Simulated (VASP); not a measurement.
# CaO in VASP: further runs

CaO is run at these levels: PBE; tasks: single point, relaxation of cell and atoms.

Everything below comes from runs of VASP 6.6.1. Logs are shortened: lines on timing, memory, paths and dates and some standing lists are left out, and cuts for length are marked.

**1. The cell of the first run**

Symmetry: Pm-3m, No. 221, cubic system. Conventional cell: a = 2.934 Å, b = 2.934 Å, c = 2.934 Å, α = 90.00°, β = 90.00°, γ = 90.00°. Ca (site symmetry m-3m) has 8 O at 2.54 Å and 6 Ca at 2.93 Å within 3.4 Å. O (site symmetry m-3m) has 8 Ca at 2.54 Å and 6 O at 2.93 Å within 3.4 Å.

**2. Single point, PBE**

Contents of INCAR:

```
PREC = Accurate
ENCUT = 520
EDIFF = 1E-6
ISMEAR = 0
SIGMA = 0.1
LREAL = False
LASPH = True
NELM = 100
ALGO = Normal
ISIF = 2
LWAVE = False
LCHARG = False
GGA = PE
NBANDS = 15
```

Contents of KPOINTS:

```
Automatic mesh
0
Gamma
  6 6 6
```

Contents of POSCAR:

```
CaO
1.0
    2.9344159944      0.0000000000      0.0000000000
    0.0000000000      2.9344159944      0.0000000000
    0.0000000000      0.0000000000      2.9344159944
Ca O
1 1
Direct
    0.5000000000      0.5000000000      0.5000000000
    0.0000000000      0.0000000000      0.0000000000
```

Potentials or basis: VASP PAW PBE potentials, release 64 (Ca_sv, O).

Started as:

```console
cat potpaw_PBE.64/Ca_sv/POTCAR potpaw_PBE.64/O/POTCAR > POTCAR
mpirun -np 1 vasp_std > vasp.out
```

OUTCAR:

```text
PREC = Accurate
   ENCUT = 520
   EDIFF = 1E-6
   ISMEAR = 0
   LREAL = False
   LASPH = True
   NELM = 100
   ISIF = 2
   GGA = PE

 ion  position               nearest neighbor table
   1  0.500  0.500  0.500-   2 2.54   2 2.54   2 2.54   2 2.54   2 2.54   2 2.54   2 2.54   2 2.54

   2  0.000  0.000  0.000-   1 2.54   1 2.54   1 2.54   1 2.54   1 2.54   1 2.54   1 2.54   1 2.54

  LATTYP: Found a simple cubic cell.
 ALAT       =     2.9344159944

  Lattice vectors:

 A1 = (   2.9344159944,   0.0000000000,   0.0000000000)
 A2 = (   0.0000000000,   2.9344159944,   0.0000000000)
 A3 = (   0.0000000000,   0.0000000000,   2.9344159944)

Analysis of symmetry for initial positions (statically):
=====================================================================
 Subroutine PRICEL returns:
 Original cell was already a primitive cell.

 Routine SETGRP: Setting up the symmetry group for a
 simple cubic supercell.

 Subroutine GETGRP returns: Found 48 space group operations
 (whereof 48 operations were pure point group operations)
 out of a pool of 48 trial point group operations.

The static configuration has the point symmetry O_h .

Analysis of symmetry for dynamics (positions and initial velocities):
=====================================================================
 Subroutine PRICEL returns:
 Original cell was already a primitive cell.

 Routine SETGRP: Setting up the symmetry group for a
 simple cubic supercell.

 Subroutine GETGRP returns: Found 48 space group operations
 (whereof 48 operations were pure point group operations)
 out of a pool of 48 trial point group operations.

The dynamic configuration has the point symmetry O_h .

 Subroutine INISYM returns: Found 48 space group operations
 (whereof 48 operations are pure point group operations),
 and found     1 'primitive' translations

----------------------------------------------------------------------------------------

                                     Primitive cell

  volume of cell :      25.2677

  direct lattice vectors                    reciprocal lattice vectors
     2.934415994  0.000000000  0.000000000     0.340783312  0.000000000  0.000000000
     0.000000000  2.934415994  0.000000000     0.000000000  0.340783312  0.000000000
     0.000000000  0.000000000  2.934415994     0.000000000  0.000000000  0.340783312

  length of vectors
     2.934415994  2.934415994  2.934415994     0.340783312  0.340783312  0.340783312

  position of ions in fractional coordinates (direct lattice)
     0.500000000  0.500000000  0.500000000
[... 84 lines left out ...]
   NELECT =      16.0000    total number of electrons
   NUPDOWN=      -1.0000    fix difference up-down
   EMIN   =  10.00;   EMAX   =-10.00  energy-range for DOS
   EFERMI =   0.00;   METHOD = LEGACY
   ISMEAR =     0;   SIGMA  =   0.10  broadening in eV -4-tet -1-fermi 0-gaus
   EFERMI_NEDOS =   21; number of points for ismear=-14 and -15
   IALGO  =     38    algorithm
   IMIX   =      4    mixing-type and parameters
     AMIX     =   0.40;   BMIX     =  1.00
     AMIX_MAG =   1.60;   BMIX_MAG =  1.00
  volume/ion in A,a.u.               =      12.63        85.26
  Fermi-wavevector in a.u.,A,eV,Ry     =   1.405810  2.656595 26.889199  1.976300
  Thomas-Fermi vector in A             =   2.528233
   LORBIT       =      0    0 simple, 1 ext, 2 COOP (PROOUT), +10 PAW based schemes
   GGA     = PE    functional components
   LHFCALC =     F    Hartree Fock is set to
   AEXX    =    0.0000 exact exchange contribution
   IVDW    =     0    specifies the selected vdW correction
   LEPSILON=     F    determine dielectric tensor
   LRPA    =     F    only Hartree local field effects (RPA)
 non-spin polarized calculation
 Gauss-broadening in eV      SIGMA  =   0.10
  energy-cutoff  :      520.00
  volume of cell :       25.27
 maximum number of plane-waves:       696
 NGX is ok and might be reduce to    24
   NGX = 11   NGY = 11   NGZ = 11

 number of electron      15.9999994 magnetization

 Free energy of the ion-electron system (eV)
  ---------------------------------------------------
  ext. energy  EPLUGINS =         0.00000000
  ---------------------------------------------------
  free energy    TOTEN  =       -11.82529726 eV

  energy without entropy =      -11.82529726  energy(sigma->0) =      -11.82529726

 E-fermi :   4.4318     XC(G=0): -11.0964

 val. band max:        3.9665714814   @ k =   0.5000   0.5000   0.0000
 cond. band min:       6.7319815077   @ k =   0.0000   0.0000   0.0000
 fundamental gap:      2.7654100263
 Fermi energy:         4.4318296231

 k-point     1 :       0.0000    0.0000    0.0000
  band No.  band energies     occupation
      1     -35.4113      2.00000
      2     -15.8993      2.00000
      3     -15.8993      2.00000
      4     -15.8993      2.00000
      5     -12.3900      2.00000
      6       3.6578      2.00000
      7       3.6578      2.00000
      8       3.6578      2.00000
      9       6.7320      0.00000
     10       6.7320      0.00000
     11       8.8292      0.00000
     12      12.2146      0.00000
     13      12.2146      0.00000
     14      12.2146      0.00000
[... 329 lines left out ...]
      2     -16.5789      2.00000
      3     -16.5789      2.00000
      4     -16.5789      2.00000
      5     -11.2261      2.00000
      6       0.6684      2.00000
      7       0.6684      2.00000
      8       0.6684      2.00000
      9      11.7044      0.00000
     10      11.7044      0.00000
     11      11.7044      0.00000
     12      13.6869      0.00000
     13      13.6869      0.00000
     14      16.1882      0.00000
     15      16.1882      0.00000

------------------------ aborting loop because EDIFF is reached ----------------------------------------

  FORCE on cell =-STRESS in cart. coord.  units (eV):
  Direction    XX          YY          ZZ          XY          YZ          ZX
  --------------------------------------------------------------------------------------
  -------------------------------------------------------------------------------------
  Total        0.0872037      0.0872037      0.0872037     -0.0000000      0.0000000      0.0000000
  in kB        5.5294317      5.5294317      5.5294317     -0.0000000      0.0000000      0.0000000
  external PRESSURE =       5.5294317 kB  Pullay stress =       0.0000000 kB

 VOLUME and BASIS-vectors are now :
 -----------------------------------------------------------------------------
  energy-cutoff  :      520.00
  volume of cell :       25.27
      direct lattice vectors                 reciprocal lattice vectors
     2.934415994  0.000000000  0.000000000     0.340783312  0.000000000  0.000000000
     0.000000000  2.934415994  0.000000000     0.000000000  0.340783312  0.000000000
     0.000000000  0.000000000  2.934415994     0.000000000  0.000000000  0.340783312

 POSITION                                       TOTAL-FORCE (eV/Angst)
 -----------------------------------------------------------------------------------
      1.46721      1.46721      1.46721         0.000000      0.000000      0.000000
      0.00000      0.00000      0.00000         0.000000      0.000000      0.000000
 -----------------------------------------------------------------------------------
    total drift:                                0.000000      0.000000     -0.000000

  FREE ENERGIE OF THE ION-ELECTRON SYSTEM (eV)
  ---------------------------------------------------
  free  energy   TOTEN  =       -11.8252972574 eV

  energy  without entropy=      -11.8252972574  energy(sigma->0) =      -11.82529726
```

OSZICAR:

```text
N       E                     dE             d eps       ncg     rms          rms(c)
DAV:   1     0.111713713104E+03    0.11171E+03   -0.79984E+03   600   0.109E+03
DAV:   2    -0.856881721015E+01   -0.12028E+03   -0.11344E+03   706   0.290E+02
DAV:   3    -0.133524033640E+02   -0.47836E+01   -0.47552E+01  1012   0.537E+01
DAV:   4    -0.133966372017E+02   -0.44234E-01   -0.44220E-01   694   0.431E+00
DAV:   5    -0.133972529450E+02   -0.61574E-03   -0.61574E-03   812   0.388E-01    0.816E+00
DAV:   6    -0.119109290177E+02    0.14863E+01   -0.36120E+00   670   0.202E+01    0.332E+00
DAV:   7    -0.118454858461E+02    0.65443E-01   -0.33403E-01   663   0.590E+00    0.170E+00
DAV:   8    -0.118263749395E+02    0.19111E-01   -0.88340E-02   754   0.298E+00    0.430E-01
DAV:   9    -0.118248993166E+02    0.14756E-02   -0.66630E-03   705   0.755E-01    0.102E-01
DAV:  10    -0.118253305433E+02   -0.43123E-03   -0.81043E-04   712   0.329E-01    0.517E-02
DAV:  11    -0.118252941247E+02    0.36419E-04   -0.78043E-05   728   0.130E-01    0.124E-02
DAV:  12    -0.118252971668E+02   -0.30421E-05   -0.11813E-05   707   0.341E-02    0.350E-03
DAV:  13    -0.118252972574E+02   -0.90637E-07   -0.54577E-07   454   0.777E-03
   1 F= -.11825297E+02 E0= -.11825297E+02  d E =-.311266E-12
```

stdout:

```text
POSCAR found type information on POSCAR CaO
 POSCAR found :  2 types and       2 ions
 scaLAPACK will be used
 LDA part: xc-table for (Slater+PW92), standard interpolation
 POSCAR, INCAR and KPOINTS ok, starting setup
 FFT: planning ... GRIDC
 FFT: planning ... GRID_SOFT
 FFT: planning ... GRID
 WAVECAR not read
 entering main loop
```

Run time: 4.2 s. Hardware: 1 thread of Intel Xeon Platinum 8488C (Sapphire Rapids), shared host; peak memory 0.13 GiB.

What came out:

- Free energy: -11.8253 eV
- Pressure: 0.6 GPa
- Band gap on the k mesh: 2.77 eV, indirect (least direct gap 3.07 eV)

A k mesh can miss the band edges. Expect the measured gap to be larger: semilocal functionals such as PBE lack the derivative discontinuity.

**3. Single point, PBE**

Contents of INCAR:

```
SYSTEM = CaO
ALGO     = Normal         ! electronic algorithm
EDIFF    = 1E-6           ! SCF threshold, eV
ENCUT    = 520            ! plane-wave cutoff, eV
GGA      = PE             ! functional
ISIF     = 2              ! what is computed and relaxed
ISMEAR   = 0              ! smearing method
LASPH    = .TRUE.         ! aspherical terms in the spheres
LCHARG   = .FALSE.        ! write CHGCAR
LREAL    = .FALSE.        ! projectors in reciprocal space
LWAVE    = .FALSE.        ! write WAVECAR
NBANDS   = 15             ! bands
NELM     = 80             ! most SCF steps
PREC     = Accurate       ! precision mode
SIGMA    = 0.1            ! smearing width, eV
```

Contents of KPOINTS:

```
k-points
0
G
  6 6 4
  0 0 0
```

Contents of POSCAR:

```
CaO
1.0
    2.9339501142      0.0000000000      0.0000000000
    0.0000000000      2.9339501142      0.0000000000
    0.0000000000      0.0000000000      2.9353477546
Ca O
1 1
Direct
    0.5000000000      0.5000000000      0.5000000000
    0.0000000000      0.0000000000      0.0000000000
```

Potentials or basis: VASP PAW PBE potentials, release 64 (Ca_sv, O).

Started as:

```console
cat potpaw_PBE.64/Ca_sv/POTCAR potpaw_PBE.64/O/POTCAR > POTCAR
mpirun -np 1 vasp_std > vasp.out
```

Run time: 5.3 s. Hardware: 1 thread of Intel Xeon Platinum 8488C (Sapphire Rapids), shared host; peak memory 0.14 GiB.

Results (log left out):

| Quantity | Value |
| --- | --- |
| Free energy | -11.8209 eV |
| Pressure | 0.6 GPa |
| Band gap on the k mesh | 2.76 eV, indirect (least direct gap 3.07 eV) |

Levels at points of the mesh, in eV from the valence-band top:
```csv
k point,band 6,band 7,band 8,band 9,band 10,band 11
"(0.00, 0.00, 0.00)",-0.31,-0.31,-0.31,2.76,2.76,4.86
"(0.50, 0.00, 0.00)",-3.72,-0.77,-0.77,3.72,6.98,7.94
"(0.50, 0.50, 0.00)",-2.09,-2.09,0.00,3.81,4.62,6.46
"(0.00, 0.00, 0.50)",-3.72,-0.77,-0.77,3.71,6.97,7.95
"(0.50, 0.00, 0.50)",-2.09,-2.09,0.00,3.81,4.63,6.46
"(0.50, 0.50, 0.50)",-3.30,-3.30,-3.30,7.73,7.73,7.73
```

Caveat: the k points lie up to 0.54 Å⁻¹ apart. A k mesh can miss the band edges.

**4. Single point, PBE**

Contents of INCAR:

```
PREC     = Accurate       # precision mode
ENCUT    = 520            # plane-wave cutoff, eV
EDIFF    = 1E-6           # SCF threshold, eV
ISMEAR   = 0              # smearing method
SIGMA    = 0.02           # smearing width, eV
LREAL    = F              # projectors in reciprocal space
LASPH    = T              # aspherical terms in the spheres
NELM     = 60             # most SCF steps
ALGO     = Normal         # electronic algorithm
ISIF     = 2              # what is computed and relaxed
LWAVE    = F              # write WAVECAR
LCHARG   = F              # write CHGCAR
GGA      = PE             # functional
NBANDS   = 15             # bands
```

Contents of KPOINTS:

```
regular mesh
0
Gamma
  8 8 8
```

Contents of POSCAR:

```
CaO
1.0
    2.9344159944      0.0000000000      0.0000000000
    0.0000000000      2.9344159944      0.0000000000
    0.0000000000      0.0000000000      2.9344159944
Ca O
1 1
Direct
    0.5000000000      0.5000000000      0.5000000000
    0.0000000000      0.0000000000      0.0000000000
```

Started as:

```console
cat potpaw_PBE.64/Ca_sv/POTCAR potpaw_PBE.64/O/POTCAR > POTCAR
mpirun -np 1 vasp_std > vasp.out
```

Wall time 5.8 s (1 thread of Intel Xeon Platinum 8488C (Sapphire Rapids), shared host); peak memory 0.14 GiB.

The run converged. Its results:

| Quantity | Value |
| --- | --- |
| Free energy | -11.8261 eV |
| Pressure | 0.5 GPa |
| Band gap on the k mesh | 2.77 eV, indirect (least direct gap 3.08 eV) |

Levels at points of the mesh, in eV from the valence-band top:
| k point | band 4 | band 5 | band 6 | band 7 | band 8 | band 9 | band 10 | band 11 | band 12 | band 13 |
| --- | --- | --- | --- | --- | --- | --- | --- | --- | --- | --- |
| (0.00, 0.00, 0.00) | -19.86 | -16.36 | -0.31 | -0.31 | -0.31 | 2.77 | 2.77 | 4.86 | 8.25 | 8.25 |
| (0.50, 0.00, 0.00) | -19.75 | -15.26 | -3.72 | -0.77 | -0.77 | 3.72 | 6.99 | 7.95 | 7.95 | 8.53 |
| (0.50, 0.50, 0.00) | -19.66 | -15.69 | -2.09 | -2.09 | 0.00 | 3.82 | 4.63 | 6.47 | 6.47 | 9.60 |
| (0.50, 0.50, 0.50) | -20.54 | -15.19 | -3.30 | -3.30 | -3.30 | 7.74 | 7.74 | 7.74 | 9.72 | 9.72 |

A k mesh can miss the band edges. As with any semilocal functional, this PBE gap is likely too small.

**5. Relaxation of cell and atoms, PBE**

Contents of INCAR:

```
SYSTEM = CaO
  ALGO = Normal
  EDIFF = 1E-7
  EDIFFG = -0.04
  ENCUT = 600
  GGA = PE
  IBRION = 2
  ISIF = 3
  ISMEAR = 0
  LASPH = .TRUE.
  LCHARG = .FALSE.
  LREAL = .FALSE.
  LWAVE = .FALSE.
  NELM = 100
  NSW = 90
  PREC = Accurate
  SIGMA = 0.1
```

Contents of KPOINTS:

```
k-points
0
G
  6 6 6
  0 0 0
```

POSCAR is that of step 4.

Started as:

```console
cat potpaw_PBE.64/Ca_sv/POTCAR potpaw_PBE.64/O/POTCAR > POTCAR
mpirun -np 1 vasp_std > vasp.out
```

Run time: 4.1 s. Hardware: 1 thread of Intel Xeon Platinum 8488C (Sapphire Rapids), shared host; peak memory 0.14 GiB.

The run converged. Its results:

```
Free energy             : -11.8274 eV
Pressure after relaxing : 0.5 GPa
Band gap on the k mesh  : 2.77 eV, indirect (least direct gap 3.08 eV)
```

Final structure:
```
Ca O
1.0
     2.93442    0.00000    0.00000
     0.00000    2.93442    0.00000
     0.00000    0.00000    2.93442
Ca O
1 1
Direct
  0.50000 0.50000 0.50000
  0.00000 0.00000 0.00000
```

Levels at points of the mesh, in eV from the valence-band top:
| k point | band 5 | band 6 | band 7 | band 8 | band 9 | band 10 | band 11 | band 12 |
| --- | --- | --- | --- | --- | --- | --- | --- | --- |
| (0.00, 0.00, 0.00) | -16.36 | -0.31 | -0.31 | -0.31 | 2.77 | 2.77 | 4.86 | 8.25 |
| (0.50, 0.00, 0.00) | -15.26 | -3.72 | -0.77 | -0.77 | 3.72 | 6.98 | 7.95 | 7.95 |
| (0.50, 0.50, 0.00) | -15.69 | -2.09 | -2.09 | 0.00 | 3.82 | 4.63 | 6.47 | 6.47 |
| (0.50, 0.50, 0.50) | -15.19 | -3.30 | -3.30 | -3.30 | 7.74 | 7.74 | 7.74 | 9.72 |

Caveat: the relaxation stopped at its first step, so nothing moved. A k mesh can miss the band edges.

[end of part 1 of 2]
